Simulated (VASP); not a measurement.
## GaSb: single point with PBE

The system is GaSb.

```
Ga Sb
1.0
     0.00000    3.08695    3.08695
     3.08695    0.00000    3.08695
     3.08695    3.08695    0.00000
Ga Sb
1 1
Direct
  0.00000 0.00000 0.00000
  0.75000 0.75000 0.75000
```

```
Program             : VASP 6.6.1
Task                : single point
Functional          : PBE
Potentials or basis : VASP PAW PBE potentials, release 64 (Ga_d, Sb)
Cutoff              : 520 eV
k mesh              : 12 × 12 × 12
Occupations         : fermi-dirac, width 0.15 eV
Spin                : no spin polarisation
```

```json
{
 "Pressure": "1.0 GPa",
 "Band gap on the k mesh": "zero (filled and empty bands touch)"
}
```

Levels at points of the mesh, in eV from the Fermi level:
```csv
k point,band 7,band 8,band 9,band 10,band 11,band 12
"(0.00, 0.00, 0.00)",-0.35,-0.20,-0.20,-0.20,2.59,2.59
"(0.50, 0.00, 0.00)",-6.43,-1.31,-1.31,0.15,3.55,3.55
"(0.50, 0.50, 0.00)",-6.89,-2.68,-2.68,0.74,1.11,8.31
```

Wall time 44 s on 1 thread of AMD EPYC 9R14 (Zen 4), on a shared host, peak memory 0.19 GiB.

Caveat: semilocal functionals underestimate gaps, and a narrow one can read as zero; spin-orbit coupling is left out, which moves the levels of the heavy elements.
